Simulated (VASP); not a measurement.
# Ge32H (a cell with a defect) in VASP: further runs

The runs below take Ge32H (a cell with a defect) through single point, with PBE.

All numbers are computed with VASP 6.6.1; they aren't measurements. Logs are shortened: lines on timing, memory, paths and dates and some standing lists are left out, and cuts for length are marked.

### Step 1. The cell of the first run

The cell holds a defect, 33 atoms: a = 9.824 Å, b = 9.824 Å, c = 9.824 Å, α = 109.47°, β = 109.47°, γ = 109.47°.

### Step 2. Single point, PBE, collinear spin

Input file INCAR:

```
PREC = Accurate
ENCUT = 410
EDIFF = 1E-6
ISMEAR = -1
SIGMA = 0.01
LREAL = Auto
LASPH = True
NELM = 200
ALGO = Normal
ISIF = 2
LWAVE = False
LCHARG = False
ISPIN = 2
MAGMOM = 0 0 0 0 0 0.01 0.03 0 0 0.03 0.17 0.01 0 0 0.01 0.03 0.01 0 0.01 0 0 0.02 0.02 0 0.01 0.02 0.01 0.02 0 0 0.02 0.02 0.02
LORBIT = 11
NUPDOWN = 1.0
GGA = PE
NBANDS = 250
GGA_COMPAT = False
```

Input file KPOINTS:

```
Automatic mesh
0
Gamma
  1 1 1
  0.25 0.25 0.25
```

Input file POSCAR:

```
Ge32H
1.0
   -5.6721686400      5.6721686400      5.6721686400
    5.6721686400     -5.6721686400      5.6721686400
    5.6721686400      5.6721686400     -5.6721686400
Ge H
32 1
Direct
   -0.0021020918     -0.0022184622     -0.0034221897
    0.0003453027      0.2506313850      0.7547258486
    0.0024508350      0.5000998868      0.4988667202
    0.0000862500      0.7505128479      0.2546244863
    0.2507501495      0.0002233261      0.7547229852
    0.2374732051      0.2373578332      0.4934472471
    0.2523720452      0.5000738651      0.2538181812
    0.2497625560      0.7495271158      0.0041716115
    0.5002160966      0.0023446970      0.4988668648
    0.5001870651      0.2522468588      0.2538123816
    0.5002489489      0.5001262428     -0.0085452381
    0.5001707374      0.7627277248      0.7561822415
    0.7506301175     -0.0000362433      0.2546209249
    0.7496468872      0.2496412672      0.0041720765
    0.7628629247      0.5000542675      0.7561910137
    0.7479813607      0.7478701583      0.5016609004
   -0.0011026524     -0.0012222902      0.7482961402
   -0.0028289216      0.2506590072      0.5040306628
    0.0014740102      0.5000700499      0.2495884430
    0.0032011477      0.7536313395      0.0070564429
    0.2507748994     -0.0029382256      0.5040315402
    0.2457168817      0.2455993604      0.2479978417
    0.2534527145      0.5000895889      0.0018804188
    0.2466157367      0.7495416562      0.7534827202
    0.5001889929      0.0013563330      0.2495879696
    0.5002071358      0.2533315919      0.0018759637
    0.5001489959      0.5000175299      0.6801592600
    0.5001727550      0.7545416201      0.5025210608
    0.7537413321      0.0030743669      0.0070486235
    0.7496630425      0.2464985583      0.7534852655
    0.7546429818      0.5000573238      0.5025164305
    0.7469823622      0.7468631368      0.2486884256
    0.5002301897      0.5000800837      0.5149628892
```

Potentials or basis: VASP PAW PBE potentials, release 64 (Ge_d, H).

Command:

```sh
cat potpaw_PBE.64/Ge_d/POTCAR potpaw_PBE.64/H/POTCAR > POTCAR
mpirun -np 1 vasp_std > vasp.out
```

OUTCAR:

```text
PREC = Accurate
   ENCUT = 410
   EDIFF = 1E-6
   ISMEAR = -1
   LREAL = Auto
   LASPH = True
   NELM = 200
   ISIF = 2
   ISPIN = 2
   LORBIT = 11
   NUPDOWN = 1.0
   GGA = PE

 ion  position               nearest neighbor table
   1  0.998  0.998  0.997-  17 2.45  22 2.45  20 2.45  29 2.45
   2  0.000  0.251  0.755-  30 2.45  17 2.45  18 2.45  23 2.46
   3  0.002  0.500  0.499-  19 2.45  31 2.45  18 2.45  24 2.45
   4  0.000  0.751  0.255-  21 2.45  19 2.45  20 2.45  32 2.46
   5  0.251  0.000  0.755-  24 2.45  17 2.45  21 2.45  26 2.46
   6  0.237  0.237  0.493-  27 2.44  21 2.44  18 2.44  22 2.47
   7  0.252  0.500  0.254-  19 2.45  22 2.46  28 2.46  23 2.48
   8  0.250  0.750  0.004-  20 2.45  25 2.45  24 2.45  23 2.46
   9  0.500  0.002  0.499-  25 2.45  28 2.45  21 2.45  30 2.45
  10  0.500  0.252  0.254-  25 2.45  22 2.46  31 2.46  26 2.48
  11  0.500  0.500  0.991-  32 2.46  26 2.46  23 2.46
  12  0.500  0.763  0.756-  27 2.44  24 2.44  29 2.44  28 2.47
  13  0.751  1.000  0.255-  18 2.45  25 2.45  29 2.45  32 2.46
  14  0.750  0.250  0.004-  29 2.45  19 2.45  30 2.45  26 2.46
  15  0.763  0.500  0.756-  27 2.44  30 2.44  20 2.44  31 2.47
  16  0.748  0.748  0.502-  17 2.45  31 2.46  28 2.46  32 2.48
  17  0.999  0.999  0.748-   1 2.45   2 2.45   5 2.45  16 2.45
[... 13 lines left out ...]
  31  0.755  0.500  0.503-   3 2.45  16 2.46  10 2.46  15 2.47
  32  0.747  0.747  0.249-  13 2.46   4 2.46  11 2.46  16 2.48
  33  0.500  0.500  0.515-  27 1.62

  LATTYP: Found a body centered cubic cell.
 ALAT       =    11.3443372800

  Lattice vectors:

 A1 = (  -5.6721686400,   5.6721686400,   5.6721686400)
 A2 = (   5.6721686400,  -5.6721686400,   5.6721686400)
 A3 = (   5.6721686400,   5.6721686400,  -5.6721686400)

Analysis of symmetry for initial positions (statically):
=====================================================================
 Subroutine PRICEL returns:
 Original cell was already a primitive cell.

 Routine SETGRP: Setting up the symmetry group for a
 body centered cubic supercell.

 Subroutine GETGRP returns: Found  1 space group operations
 (whereof  1 operations were pure point group operations)
 out of a pool of 48 trial point group operations.

The static configuration has the point symmetry C_1 .

Analysis of symmetry for dynamics (positions and initial velocities):
=====================================================================
 Subroutine PRICEL returns:
 Original cell was already a primitive cell.

 Routine SETGRP: Setting up the symmetry group for a
 body centered cubic supercell.

 Subroutine GETGRP returns: Found  1 space group operations
 (whereof  1 operations were pure point group operations)
 out of a pool of 48 trial point group operations.

The dynamic configuration has the point symmetry C_1 .

Analysis of structural, dynamic, and magnetic symmetry:
=====================================================================
 Subroutine PRICEL returns:
 Original cell was already a primitive cell.

 Routine SETGRP: Setting up the symmetry group for a
 body centered cubic supercell.

 Subroutine GETGRP returns: Found  1 space group operations
 (whereof  1 operations were pure point group operations)
 out of a pool of 48 trial point group operations.

The overall configuration has the point symmetry C_1 .

 Subroutine INISYM returns: Found  1 space group operations
 (whereof  1 operations are pure point group operations),
 and found     1 'primitive' translations

----------------------------------------------------------------------------------------

                                     Primitive cell

  volume of cell :     729.9740

  direct lattice vectors                    reciprocal lattice vectors
    -5.672168640  5.672168640  5.672168640     0.000000000  0.088149706  0.088149706
     5.672168640 -5.672168640  5.672168640     0.088149706  0.000000000  0.088149706
     5.672168640  5.672168640 -5.672168640     0.088149706  0.088149706  0.000000000

  length of vectors
     9.824484274  9.824484274  9.824484274     0.124662510  0.124662510  0.124662510

  position of ions in fractional coordinates (direct lattice)
     0.997897908  0.997781538  0.996577810
     0.000345303  0.250631385  0.754725849
     0.002450835  0.500099887  0.498866720
     0.000086250  0.750512848  0.254624486
     0.250750149  0.000223326  0.754722985
     0.237473205  0.237357833  0.493447247
[... 25 lines left out ...]
     0.746982362  0.746863137  0.248688426
     0.500230190  0.500080084  0.514962889

  ion indices of the primitive-cell ions
   primitive index   ion index
                 1           1
                 2           2
                 3           3
                 4           4
                 5           5
                 6           6
[... 25 lines left out ...]
                32          32
                33          33

----------------------------------------------------------------------------------------

 KPOINTS: Automatic mesh

Automatic generation of k-mesh.
 Grid dimensions read from file:
 generate k-points for:    1    1    1

 Generating k-lattice:

  Cartesian coordinates                     Fractional coordinates (reciprocal lattice)
     0.000000000  0.088149706  0.088149706     1.000000000  0.000000000  0.000000000
     0.088149706  0.000000000  0.088149706     0.000000000  1.000000000  0.000000000
     0.088149706  0.088149706  0.000000000     0.000000000  0.000000000  1.000000000

  Length of vectors
     0.124662510  0.124662510  0.124662510

  Shift w.r.t. Gamma in fractional coordinates (k-lattice)
     0.250000000  0.250000000  0.250000000

 Subroutine IBZKPT returns following result:
 ===========================================

 Found      1 irreducible k-points:

 Following reciprocal coordinates:
            Coordinates               Weight
  0.250000  0.250000  0.250000      2.000000
   k-points           NKPTS =      1   k-points in BZ     NKDIM =      1   number of bands    NBANDS=    250
   number of dos      NEDOS =    301   number of ions     NIONS =     33
   total plane-waves  NPLWV = 343000
   dimension x,y,z NGX =    70 NGY =   70 NGZ =   70
   dimension x,y,z NGXF=   140 NGYF=  140 NGZF=  140
   ions per type =              32   1
   NGX,Y,Z   is equivalent  to a cutoff of  11.85, 11.85, 11.85 a.u.
   NGXF,Y,Z  is equivalent  to a cutoff of  23.69, 23.69, 23.69 a.u.
 SYSTEM =  unknown system
   PREC   = accura    normal or accurate (medium, high low for compatibility)
   ISTART =      0    job   : 0-new  1-cont  2-samecut
   ICHARG =      2    charge: 1-file 2-atom 10-const
   ISPIN  =      2    spin polarized calculation?
   LNONCOLLINEAR =      F non collinear calculations
   LSORBIT =      F    spin-orbit coupling
   LASPH  =      T    aspherical Exc in radial PAW
   ENCUT  =  410.0 eV  30.13 Ry    5.49 a.u.  16.22 16.22 16.22*2*pi/ulx,y,z
   NELM   =    200;   NELMIN=  2; NELMDL= -5     # of ELM steps
   EDIFF  = 0.1E-05   stopping-criterion for ELM
   LREAL  =      T    real-space projection
   EDIFFG = 0.1E-04   stopping-criterion for IOM
   NSW    =      0    number of steps for IOM
[... 5 lines left out ...]
   TEBEG  =    0.0;   TEEND  =   0.0 temperature during run
   PSTRESS=    0.0 pullay stress
   NELECT =     449.0000    total number of electrons
   NUPDOWN=       1.0000    fix difference up-down
   EMIN   =  10.00;   EMAX   =-10.00  energy-range for DOS
   EFERMI =   0.00;   METHOD = LEGACY
   ISMEAR =    -1;   SIGMA  =   0.01  broadening in eV -4-tet -1-fermi 0-gaus
   EFERMI_NEDOS =   21; number of points for ismear=-14 and -15
   IALGO  =     38    algorithm
   IMIX   =      4    mixing-type and parameters
     AMIX     =   0.40;   BMIX     =  1.00
     AMIX_MAG =   1.60;   BMIX_MAG =  1.00
  volume/ion in A,a.u.               =      22.12       149.28
  Fermi-wavevector in a.u.,A,eV,Ry     =   1.392263  2.630995 26.373466  1.938395
  Thomas-Fermi vector in A             =   2.516022
   LORBIT       =     11    0 simple, 1 ext, 2 COOP (PROOUT), +10 PAW based schemes
   GGA     = PE    functional components
   LHFCALC =     F    Hartree Fock is set to
   AEXX    =    0.0000 exact exchange contribution
   IVDW    =     0    specifies the selected vdW correction
   LEPSILON=     F    determine dielectric tensor
   LRPA    =     F    only Hartree local field effects (RPA)
 spin polarized calculation
  energy-cutoff  :      410.00
  volume of cell :      729.97
 maximum number of plane-waves:     13868
 NGX is ok and might be reduce to    64
   NGX = 33   NGY = 33   NGZ = 33

 number of electron     449.0000059 magnetization       1.0000277

 Free energy of the ion-electron system (eV)
  ---------------------------------------------------
  ext. energy  EPLUGINS =         0.00000000
  ---------------------------------------------------
  free energy    TOTEN  =      -142.51284183 eV

  energy without entropy =     -142.51284183  energy(sigma->0) =     -142.51284183

 E-fermi :   4.4642     XC(G=0):  -9.8893

 val. band max:        4.4916114644   @ k =   0.2500   0.2500   0.2500
 cond. band min:       4.7833916637   @ k =   0.2500   0.2500   0.2500
 fundamental gap:      0.2917801993
 Fermi energy:         4.7826642175

 spin component 1

 k-point     1 :       0.2500    0.2500    0.2500
  band No.  band energies     occupation
      1     -19.8905      1.00000
      2     -19.8904      1.00000
      3     -19.8893      1.00000
      4     -19.8855      1.00000
      5     -19.8855      1.00000
      6     -19.8829      1.00000
[... 228 lines left out ...]
    235       6.3399      0.00000
    236       6.3747      0.00000
 Fermi energy:         4.4642002386

 spin component 2

 k-point     1 :       0.2500    0.2500    0.2500
  band No.  band energies     occupation
      1     -19.8865      1.00000
      2     -19.8864      1.00000
      3     -19.8847      1.00000
      4     -19.8834      1.00000
      5     -19.8834      1.00000
      6     -19.8811      1.00000
[... 228 lines left out ...]
    235       6.3522      0.00000
    236       6.4004      0.00000
 [bands above 236 left out]

------------------------ aborting loop because EDIFF is reached ----------------------------------------

  FORCE on cell =-STRESS in cart. coord.  units (eV):
  Direction    XX          YY          ZZ          XY          YZ          ZX
  --------------------------------------------------------------------------------------
  -------------------------------------------------------------------------------------
  Total       15.1992470     15.2009246     15.1974412     -1.2332843      1.2353967      1.2361415
  in kB       33.3599400     33.3636221     33.3559766     -2.7068636      2.7115001      2.7131349
  external PRESSURE =      33.3598462 kB  Pullay stress =       0.0000000 kB

 VOLUME and BASIS-vectors are now :
 -----------------------------------------------------------------------------
  energy-cutoff  :      410.00
  volume of cell :      729.97
      direct lattice vectors                 reciprocal lattice vectors
    -5.672168640  5.672168640  5.672168640     0.000000000  0.088149706  0.088149706
     5.672168640 -5.672168640  5.672168640     0.088149706  0.000000000  0.088149706
     5.672168640  5.672168640 -5.672168640     0.088149706  0.088149706  0.000000000

 POSITION                                       TOTAL-FORCE (eV/Angst)
 -----------------------------------------------------------------------------------
      5.65210      5.65342      5.66707         0.002083      0.001920      0.001858
      5.70060      2.86127     -2.85735         0.000035     -0.000440     -0.001262
      5.65241      0.00691      0.02090         0.001366     -0.000872     -0.001399
      5.70082     -2.81227      2.81325        -0.000603      0.000552     -0.000447
      2.85989      5.70195     -2.85735        -0.000287      0.000030     -0.001156
      2.79826      2.79957     -0.10559        -0.000496     -0.000900     -0.000914
[... 25 lines left out ...]
      1.40993      1.41128      7.06274         0.000609      0.000682      0.002477
      2.92010      2.92181      2.75297         0.006767      0.006262     -0.007016
 -----------------------------------------------------------------------------------
    total drift:                                0.008207      0.006969     -0.009339

  FREE ENERGIE OF THE ION-ELECTRON SYSTEM (eV)
  ---------------------------------------------------
  free  energy   TOTEN  =      -142.5128418262 eV

  energy  without entropy=     -142.5128418262  energy(sigma->0) =     -142.51284183

 total charge

# of ion       s       p       d       tot
------------------------------------------
    1        1.111   1.294  10.023  12.427
    2        1.108   1.290  10.024  12.422
    3        1.111   1.294  10.023  12.427
    4        1.108   1.290  10.024  12.422
    5        1.108   1.290  10.024  12.422
    6        1.122   1.280  10.024  12.426
[... 25 lines left out ...]
   32        1.117   1.267  10.021  12.406
   33        0.535   0.014   0.000   0.549
--------------------------------------------------
tot         36.235  40.917 320.767 397.919

 magnetization (x)

# of ion       s       p       d       tot
------------------------------------------
    1        0.000   0.004   0.001   0.005
    2       -0.000   0.000   0.001   0.000
    3        0.000   0.004   0.001   0.005
    4       -0.000   0.000   0.001   0.000
    5       -0.000   0.000   0.001   0.000
    6        0.001   0.016   0.001   0.018
[... 25 lines left out ...]
   32        0.003   0.022   0.004   0.029
   33        0.011   0.000   0.000   0.011
--------------------------------------------------
tot          0.080   0.469   0.042   0.591
```

Run time: 19 min. Hardware: 1 thread of AMD EPYC 7R43 (Zen 3), shared host; peak memory 0.96 GiB.

Results:

```yaml
Free_energy: -142.5128 eV
Pressure: 3.3 GPa
Largest_force: 0.013 eV/Å
Net_moment: 1.00 μB per cell
Site_moments: Ge +0.01, +0.00, +0.02, +0.03, +0.20 (each value once); H +0.01 μB
Valence_electrons_inside_the_program's_atomic_spheres: Ge 12.43, 12.42, 12.40, 12.33, 12.41, 12.46 (each value once); H 0.55
```

Forces in eV/Å, atoms in the order of the input:
```
Ge   0.002  0.002  0.002
Ge   0.000  0.000 -0.001
Ge   0.001 -0.001 -0.001
Ge  -0.001  0.001  0.000
Ge   0.000  0.000 -0.001
Ge   0.000 -0.001 -0.001
Ge   0.000  0.000  0.001
Ge   0.001  0.000  0.000
Ge  -0.001  0.001 -0.002
Ge   0.000  0.000  0.001
Ge   0.003  0.002 -0.005
Ge   0.001  0.000  0.000
Ge   0.001 -0.001  0.000
Ge   0.000  0.001  0.000
Ge   0.000  0.000  0.000
Ge  -0.001 -0.001  0.002
Ge   0.002  0.002  0.000
Ge  -0.002  0.002  0.000
Ge   0.002 -0.001 -0.002
Ge  -0.001 -0.001  0.000
Ge   0.001 -0.002  0.000
Ge  -0.002 -0.002 -0.002
Ge   0.000 -0.001  0.000
Ge   0.000  0.001  0.001
Ge  -0.001  0.002 -0.002
Ge  -0.002  0.000  0.000
Ge  -0.006 -0.007  0.009
Ge   0.000 -0.002  0.002
Ge  -0.001 -0.001  0.000
Ge   0.001  0.000  0.001
Ge  -0.002  0.000  0.002
Ge   0.001  0.001  0.002
H    0.007  0.006 -0.007
```

Stress tensor (GPa, compression positive):
```
 3.34 -0.27  0.27
-0.27  3.34  0.27
 0.27  0.27  3.34
```

Caveat: the k points lie up to 0.78 Å⁻¹ apart; the total moment is fixed, so each spin has its own Fermi level and the state may be an excited one.

(Part 1 of 2 ends here.)
